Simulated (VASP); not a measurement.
Nb: single point with PBE

The system is Nb.

```
Nb
1.0
    -1.46901    1.46901    1.46901
     1.46901   -1.46901    1.46901
     1.46901    1.46901   -1.46901
Nb
1
Cartesian
  0.0000 0.0000 0.0000
```

| Quantity | Value |
| --- | --- |
| Program | VASP 6.6.1 |
| Task | single point |
| Functional | PBE |
| Potentials or basis | VASP PAW PBE potentials, release 64 (Nb_sv) |
| Cutoff | 520 eV |
| k mesh | 16 × 16 × 16 |
| Occupations | tetrahedron |
| Spin | no spin polarisation |
| Dipole correction | no |
| Further INCAR settings | ALGO = Normal; EDIFF = 1e-06; NBANDS = 12 |

```
Pressure : 115.3 GPa
```

Levels at points of the mesh, in eV from the Fermi level:
| k point | band 2 | band 3 | band 4 | band 5 | band 6 | band 7 | band 8 | band 9 | band 10 | band 11 |
| --- | --- | --- | --- | --- | --- | --- | --- | --- | --- | --- |
| (0.00, 0.00, 0.00) | -28.60 | -28.60 | -28.60 | -6.25 | -0.16 | -0.16 | -0.16 | 4.06 | 4.06 | 14.75 |
| (0.50, 0.00, 0.00) | -32.32 | -29.71 | -28.68 | -5.69 | -3.31 | 4.48 | 4.72 | 5.47 | 9.50 | 12.41 |
| (0.50, 0.50, 0.50) | -31.04 | -31.04 | -31.04 | -6.55 | -6.55 | 8.13 | 8.13 | 8.13 | 12.55 | 12.55 |

Run time: 19 s on 1 thread of AMD EPYC 9R45 96-Core Processor (Zen 5), on a shared host, peak memory 0.12 GiB.

Caveat: tetrahedron occupations give inexact forces and stress in metals.
